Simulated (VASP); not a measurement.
Rh, 4 atoms in the cell. Symmetry: P6_3/mmc, No. 194, hexagonal system. The conventional cell has a = 2.757 Å, b = 2.757 Å, c = 9.013 Å, α = 90.00°, β = 90.00°, γ = 120.00°. Rh (site symmetry -3m) has 12 Rh at 2.76 Å within 3.6 Å. Within 3.6 Å of Rh (site symmetry -6m2) lie 12 Rh at 2.76 Å. This isn't the form of Rh at room conditions, which is fcc.

| Item | Value |
| --- | --- |
| Program | VASP 6.6.1 |
| Task | single point |
| Functional | r2SCAN |
| Potentials or basis | VASP PAW PBE potentials, release 64 (Rh_pv) |
| Cutoff | 520 eV |
| k mesh | 10 × 10 × 3 |
| Occupations | methfessel-paxton, width 0.1 eV |
| Spin | no spin polarisation |
| Dipole correction | no |
| Further INCAR settings | ALGO = Normal; EDIFF = 1e-06; NBANDS = 38 |

Potentials or basis: VASP PAW PBE potentials, release 64 (Rh_pv).

The run is started by

```sh
$ cat potpaw_PBE.64/Rh_pv/POTCAR > POTCAR
$ cp INCAR.step1 INCAR
$ mpirun -np 1 vasp_std > vasp.out
$ cp INCAR.step2 INCAR
$ mpirun -np 1 vasp_std > vasp.out
```

Hardware: 1 thread of Intel(R) Xeon(R) 6975P-C (Granite Rapids), on a shared host.

Task: How long does it take, and how much memory?

Result: Wall time 2 min on 1 thread of Intel(R) Xeon(R) 6975P-C (Granite Rapids) (shared host), peak memory 0.22 GiB. Counts: k points 28.
